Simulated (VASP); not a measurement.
# BaTe (Amm2) in VASP: single point with LDA

Aim: the single point of BaTe with LDA.

All numbers are computed with VASP 6.6.1; they aren't measurements. Logs are shortened: lines on timing, memory, paths and dates and some standing lists are left out, and cuts for length are marked.

## (1) The cell of the first run

The structure is orthorhombic, space group Amm2 (No. 38). Conventional cell: a = 4.117 Å, b = 5.822 Å, c = 5.822 Å, α = 90.00°, β = 90.00°, γ = 90.00°. Within 4.2 Å of Ba (site symmetry mm2) lie 8 Te at 3.23 to 3.92 Å and 6 Ba at 4.12 Å. Te (site symmetry mm2) has 8 Ba at 3.23 to 3.92 Å and 6 Te at 4.12 Å within 4.2 Å.

## (2) Single point, LDA (atom 1 (Ba) moved by (-0.300, -0.300) A along y and z)

File INCAR:

```
  ALGO = Normal
  EDIFF = 1E-7
  ENCUT = 520
  GGA = CA
  ISIF = 2
  ISMEAR = 0
  LASPH = T
  LCHARG = F
  LREAL = F
  LWAVE = F
  NBANDS = 15
  NELM = 60
  PREC = Accurate
  SIGMA = 0.05
```

File KPOINTS:

```
k-points
0
Gamma
  8 8 8
```

File POSCAR:

```
BaTe
1.0
    4.1166807260      0.0000000000      0.0000000000
    0.0000000000      4.1166807260      0.0000000000
    0.0000000000      0.0000000000      4.1166807260
Ba Te
1 1
Direct
    0.0000000000     -0.0728742450     -0.0728742450
    0.5000000000      0.5000000000      0.5000000000
```

Potentials or basis: VASP PAW LDA potentials, release 64 (Ba_sv, Te).

Launch:

```
> cat potpaw_LDA.64/Ba_sv/POTCAR potpaw_LDA.64/Te/POTCAR > POTCAR
> mpirun -np 1 vasp_std > vasp.out
```

OUTCAR:

```text
EDIFF = 1E-7
   ENCUT = 520
   GGA = CA
   ISIF = 2
   ISMEAR = 0
   LASPH = T
   LREAL = F
   NELM = 60
   PREC = Accurate

 ion  position               nearest neighbor table
   1  0.000  0.927  0.927-   2 3.23   2 3.23   2 3.59   2 3.59   2 3.59   2 3.59   2 3.92   2 3.92

   2  0.500  0.500  0.500-   1 3.23   1 3.23   1 3.59   1 3.59   1 3.59   1 3.59   1 3.92   1 3.92

  LATTYP: Found a simple cubic cell.
 ALAT       =     4.1166807260

  Lattice vectors:

 A1 = (   4.1166807260,   0.0000000000,   0.0000000000)
 A2 = (   0.0000000000,   4.1166807260,   0.0000000000)
 A3 = (   0.0000000000,   0.0000000000,   4.1166807260)

Analysis of symmetry for initial positions (statically):
=====================================================================
 Subroutine PRICEL returns:
 Original cell was already a primitive cell.

 Routine SETGRP: Setting up the symmetry group for a
 simple cubic supercell.

 Subroutine GETGRP returns: Found  4 space group operations
 (whereof  4 operations were pure point group operations)
 out of a pool of 48 trial point group operations.

The static configuration has the point symmetry C_2v.

Analysis of symmetry for dynamics (positions and initial velocities):
=====================================================================
 Subroutine PRICEL returns:
 Original cell was already a primitive cell.

 Routine SETGRP: Setting up the symmetry group for a
 simple cubic supercell.

 Subroutine GETGRP returns: Found  4 space group operations
 (whereof  4 operations were pure point group operations)
 out of a pool of 48 trial point group operations.

The dynamic configuration has the point symmetry C_2v.

 Subroutine INISYM returns: Found  4 space group operations
 (whereof  4 operations are pure point group operations),
 and found     1 'primitive' translations

----------------------------------------------------------------------------------------

                                     Primitive cell

  volume of cell :      69.7656

  direct lattice vectors                    reciprocal lattice vectors
     4.116680726  0.000000000  0.000000000     0.242914150  0.000000000  0.000000000
     0.000000000  4.116680726  0.000000000     0.000000000  0.242914150  0.000000000
     0.000000000  0.000000000  4.116680726     0.000000000  0.000000000  0.242914150

  length of vectors
     4.116680726  4.116680726  4.116680726     0.242914150  0.242914150  0.242914150

  position of ions in fractional coordinates (direct lattice)
     0.000000000  0.927125755  0.927125755
     0.500000000  0.500000000  0.500000000

  ion indices of the primitive-cell ions
   primitive index   ion index
                 1           1
                 2           2

----------------------------------------------------------------------------------------

 KPOINTS: k-points

Automatic generation of k-mesh.
 Grid dimensions read from file:
 generate k-points for:    8    8    8

 Generating k-lattice:

  Cartesian coordinates                     Fractional coordinates (reciprocal lattice)
     0.030364269  0.000000000  0.000000000     0.125000000  0.000000000  0.000000000
     0.000000000  0.030364269  0.000000000     0.000000000  0.125000000  0.000000000
     0.000000000  0.000000000  0.030364269     0.000000000  0.000000000  0.125000000

  Length of vectors
     0.030364269  0.030364269  0.030364269

  Shift w.r.t. Gamma in fractional coordinates (k-lattice)
     0.000000000  0.000000000  0.000000000

 Subroutine IBZKPT returns following result:
 ===========================================

 Found    105 irreducible k-points:

 Following reciprocal coordinates:
            Coordinates               Weight
  0.000000  0.000000  0.000000      1.000000
  0.125000  0.000000  0.000000      2.000000
  0.000000  0.125000  0.000000      4.000000
  0.250000  0.000000  0.000000      2.000000
  0.000000  0.250000  0.000000      4.000000
  0.375000  0.000000  0.000000      2.000000
[... 16 lines left out ...]
  0.125000  0.000000  0.500000      4.000000
  0.250000  0.250000  0.000000      8.000000
 [... further k-points ...]
   k-points           NKPTS =    105   k-points in BZ     NKDIM =    105   number of bands    NBANDS=     15
   number of dos      NEDOS =    301   number of ions     NIONS =      2
   total plane-waves  NPLWV =  32768
   dimension x,y,z NGX =    32 NGY =   32 NGZ =   32
   dimension x,y,z NGXF=    64 NGYF=   64 NGZF=   64
   ions per type =               1   1
   NGX,Y,Z   is equivalent  to a cutoff of  12.92, 12.92, 12.92 a.u.
   NGXF,Y,Z  is equivalent  to a cutoff of  25.85, 25.85, 25.85 a.u.
 SYSTEM =  unknown system
   PREC   = accura    normal or accurate (medium, high low for compatibility)
   ISTART =      0    job   : 0-new  1-cont  2-samecut
   ICHARG =      2    charge: 1-file 2-atom 10-const
   ISPIN  =      1    spin polarized calculation?
   LNONCOLLINEAR =      F non collinear calculations
   LSORBIT =      F    spin-orbit coupling
   LASPH  =      T    aspherical Exc in radial PAW
   ENCUT  =  520.0 eV  38.22 Ry    6.18 a.u.   7.65  7.65  7.65*2*pi/ulx,y,z
   NELM   =     60;   NELMIN=  2; NELMDL= -5     # of ELM steps
   EDIFF  = 0.1E-06   stopping-criterion for ELM
   LREAL  =      F    real-space projection
   EDIFFG = 0.1E-05   stopping-criterion for IOM
   NSW    =      0    number of steps for IOM
   IBRION =     -1    ionic relax: 0-MD 1-quasi-New 2-CG
   NFREE  =      0    steps in history (QN), initial steepest desc. (CG)
   ISIF   =      2    stress and relaxation
   ISYM   =      2    0-nonsym 1-usesym 2-fastsym
   POTIM  = 0.5000    time-step for ionic-motion
   TEBEG  =    0.0;   TEEND  =   0.0 temperature during run
   PSTRESS=    0.0 pullay stress
   NELECT =      16.0000    total number of electrons
   NUPDOWN=      -1.0000    fix difference up-down
   EMIN   =  10.00;   EMAX   =-10.00  energy-range for DOS
   EFERMI =   0.00;   METHOD = LEGACY
   ISMEAR =     0;   SIGMA  =   0.05  broadening in eV -4-tet -1-fermi 0-gaus
   EFERMI_NEDOS =   21; number of points for ismear=-14 and -15
   IALGO  =     38    algorithm
   IMIX   =      4    mixing-type and parameters
     AMIX     =   0.40;   BMIX     =  1.00
     AMIX_MAG =   1.60;   BMIX_MAG =  1.00
  volume/ion in A,a.u.               =      34.88       235.40
  Fermi-wavevector in a.u.,A,eV,Ry     =   1.002077  1.893650 13.662396  1.004158
  Thomas-Fermi vector in A             =   2.134540
   LORBIT       =      0    0 simple, 1 ext, 2 COOP (PROOUT), +10 PAW based schemes
   GGA     = CA    functional components
   LHFCALC =     F    Hartree Fock is set to
   AEXX    =    0.0000 exact exchange contribution
   IVDW    =     0    specifies the selected vdW correction
   LEPSILON=     F    determine dielectric tensor
   LRPA    =     F    only Hartree local field effects (RPA)
 non-spin polarized calculation
 Gauss-broadening in eV      SIGMA  =   0.05
  energy-cutoff  :      520.00
  volume of cell :       69.77
 maximum number of plane-waves:      1924
   NGX = 15   NGY = 15   NGZ = 15

 number of electron      15.9999999 magnetization

 Free energy of the ion-electron system (eV)
  ---------------------------------------------------
  ext. energy  EPLUGINS =         0.00000000
  ---------------------------------------------------
  free energy    TOTEN  =        -9.20377508 eV

  energy without entropy =       -9.20377508  energy(sigma->0) =       -9.20377508

 E-fermi :   4.4258     XC(G=0):  -9.4554

 val. band max:        4.1668506063   @ k =   0.5000   0.5000   0.0000
 cond. band min:       5.2416035829   @ k =   0.0000   0.0000   0.0000
 fundamental gap:      1.0747529766
 Fermi energy:         4.4257739598

 k-point     1 :       0.0000    0.0000    0.0000
  band No.  band energies     occupation
      1     -23.3710      2.00000
      2      -8.5333      2.00000
      3      -8.4295      2.00000
      4      -8.4057      2.00000
      5      -6.2773      2.00000
      6       3.3762      2.00000
      7       3.7158      2.00000
      8       3.9863      2.00000
      9       5.2416      0.00000
     10       5.7218      0.00000
     11       7.1412      0.00000
     12       9.1881      0.00000
     13       9.2654      0.00000
     14       9.3682      0.00000
     15      12.6396      0.00000

 k-point     2 :       0.1250    0.0000    0.0000
  band No.  band energies     occupation
      1     -23.3643      2.00000
      2      -8.6555      2.00000
      3      -8.4640      2.00000
      4      -8.3950      2.00000
      5      -6.0944      2.00000
      6       3.0172      2.00000
      7       3.4135      2.00000
      8       3.9148      2.00000
      9       5.6355      0.00000
     10       5.6377      0.00000
     11       7.7762      0.00000
     12       9.1245      0.00000
     13       9.2932      0.00000
     14       9.6264      0.00000
     15      11.6617      0.00000

 k-point     3 :       0.0000    0.1250    0.0000
  band No.  band energies     occupation
      1     -23.3645      2.00000
      2      -8.6629      2.00000
      3      -8.4226      2.00000
      4      -8.4176      2.00000
      5      -6.1090      2.00000
      6       2.8997      2.00000
      7       3.6209      2.00000
      8       3.8805      2.00000
      9       5.3073      0.00000
     10       5.8900      0.00000
     11       7.8766      0.00000
     12       9.1044      0.00000
     13       9.3992      0.00000
     14       9.4653      0.00000
     15      11.9114      0.00000
[... 343 lines left out ...]
 k-point    23 :       0.1250    0.0000    0.5000
  band No.  band energies     occupation
      1     -23.3202      2.00000
      2      -9.3006      2.00000
      3      -8.4528      2.00000
      4      -8.3504      2.00000
      5      -5.3001      2.00000
      6       0.8611      2.00000
      7       3.0462      2.00000
      8       3.5964      2.00000
      9       5.8049      0.00000
     10       8.3873      0.00000
     11       8.7066      0.00000
     12       9.5655      0.00000
     13       9.7418      0.00000
     14      10.5962      0.00000
     15      11.1126      0.00000

 k-point    24 :       0.2500    0.2500    0.0000
  band No.  band energies     occupation
      1     -23.3268      2.00000
      2      -8.9623      2.00000
      3      -8.7021      2.00000
      4      -8.3622      2.00000
      5      -5.5420      2.00000
      6       1.8360      2.00000
      7       2.7008      2.00000
      8       3.7551      2.00000
      9       6.0576      0.00000
     10       7.3967      0.00000
     11       7.7261      0.00000
     12       8.2544      0.00000
     13      10.0529      0.00000
     14      10.8756      0.00000
     15      12.2101      0.00000

 [... further k-points ...]

------------------------ aborting loop because EDIFF is reached ----------------------------------------

  FORCE on cell =-STRESS in cart. coord.  units (eV):
  Direction    XX          YY          ZZ          XY          YZ          ZX
  --------------------------------------------------------------------------------------
  -------------------------------------------------------------------------------------
  Total        1.4029833      0.9873753      0.9873753      0.0000000      0.8848385     -0.0000000
  in kB       32.2197023     22.6752073     22.6752073      0.0000000     20.3204355     -0.0000000
  external PRESSURE =      25.8567056 kB  Pullay stress =       0.0000000 kB

 VOLUME and BASIS-vectors are now :
 -----------------------------------------------------------------------------
  energy-cutoff  :      520.00
  volume of cell :       69.77
      direct lattice vectors                 reciprocal lattice vectors
     4.116680726  0.000000000  0.000000000     0.242914150  0.000000000  0.000000000
     0.000000000  4.116680726  0.000000000     0.000000000  0.242914150  0.000000000
     0.000000000  0.000000000  4.116680726     0.000000000  0.000000000  0.242914150

 POSITION                                       TOTAL-FORCE (eV/Angst)
 -----------------------------------------------------------------------------------
      0.00000      3.81668      3.81668         0.000000      0.682993      0.682993
      2.05834      2.05834      2.05834         0.000000     -0.682993     -0.682993
 -----------------------------------------------------------------------------------
    total drift:                               -0.000000      0.000067      0.000067

  FREE ENERGIE OF THE ION-ELECTRON SYSTEM (eV)
  ---------------------------------------------------
  free  energy   TOTEN  =        -9.2037750787 eV

  energy  without entropy=       -9.2037750787  energy(sigma->0) =       -9.20377508
```

It took 67 s on 1 thread of AMD EPYC 7R13 (Zen 3), shared host; peak memory 0.21 GiB.

Results:

| Property | Result |
| --- | --- |
| Free energy | -9.2038 eV |
| Pressure | 2.6 GPa |
| Largest force | 0.966 eV/Å |
| Band gap on the k mesh | 1.07 eV (least direct gap 1.13 eV) |

Forces in eV/Å, atoms in the order of the input:
```
Ba   0.000  0.683  0.683
Te   0.000 -0.683 -0.683
```

Stress tensor (GPa, compression positive):
```
3.22 0.00 0.00
0.00 2.27 2.03
0.00 2.03 2.27
```

Levels at points of the mesh, in eV from the valence-band top:
```tsv
k point	band 5	band 6	band 7	band 8	band 9	band 10	band 11	band 12
(0.00, 0.00, 0.00)	-10.44	-0.79	-0.45	-0.18	1.07	1.55	2.97	5.02
(0.50, 0.00, 0.00)	-9.36	-3.49	-0.84	-0.67	1.48	3.98	5.05	5.12
(0.00, 0.50, 0.00)	-9.42	-3.50	-0.87	-0.68	1.47	4.38	5.34	5.50
(0.50, 0.50, 0.00)	-9.83	-1.96	-1.94	0.00	1.13	3.02	3.23	3.55
(0.00, 0.50, 0.50)	-9.73	-2.07	-1.94	-0.13	1.18	2.89	3.14	3.63
(0.50, 0.50, 0.50)	-9.47	-3.11	-3.00	-2.90	4.90	4.97	5.31	7.15
```

Caveat: the cell differs from its parent crystal (atom 1 (Ba) moved by (-0.300, -0.300) A along y and z); spin-orbit coupling is left out, which moves the levels of the heavy elements.
